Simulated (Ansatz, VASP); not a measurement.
# Two plane-wave programs on AlGaC4N4

```xyz
10
Lattice="3.9871 -5.4050 0.8827 3.9871 5.4050 0.8827 -0.6816 0.0000 3.0729" Properties=species:S:1:pos:R:3 pbc="T T T"
Al    0.0000    0.0000    0.0000
Ga    3.9871    0.0000    0.8827
C     3.9871    3.3192    0.8827
C     3.9871   -3.3192    0.8827
C     1.1213    0.0000    1.8600
C     6.1713    0.0000    2.9783
N     3.9871    2.1552    0.8827
N     3.9871   -2.1552    0.8827
N     2.3098    0.0000    2.1232
N     4.9827    0.0000    2.7151
```

Alike in both runs: functional PBE; k mesh 4 × 4 × 4; occupations gaussian, width 0.1 eV; no spin polarisation.

Ansatz relaxed the structure, and its values are those at the end. VASP's run is a single point on that final structure, the one shown.

```csv
,VASP,Ansatz
version,VASP 6.6.1,Ansatz 0.2.0
potentials or method,"VASP PAW PBE potentials, release 64 (Al, Ga_d, C, N), cutoff 520 eV","scalar-relativistic, plane waves, PAW"
valence electrons in the cell,52,52
```

|  | VASP | Ansatz | Ansatz less VASP |
| --- | --- | --- | --- |
| gap on the k mesh at the Fermi level (eV) | none | none | - |
| pressure (GPa) | 0.5 | 0.0 | -0.49 |
| rms of the force components (eV/Å) | 0.171 | 0.002 | -0.1685 |

A gap of «none» marks a metal or a gap that the smearing closes. One of these differences is far larger than is usual between the two programs; its cause wasn't traced. With one functional, cell and mesh, what is left measures potentials, basis and numerics.

The k mesh is coarse, so the values compare programs but aren't converged. Noted on VASP's run: the standard files for N, O and F lose accuracy on very short bonds.
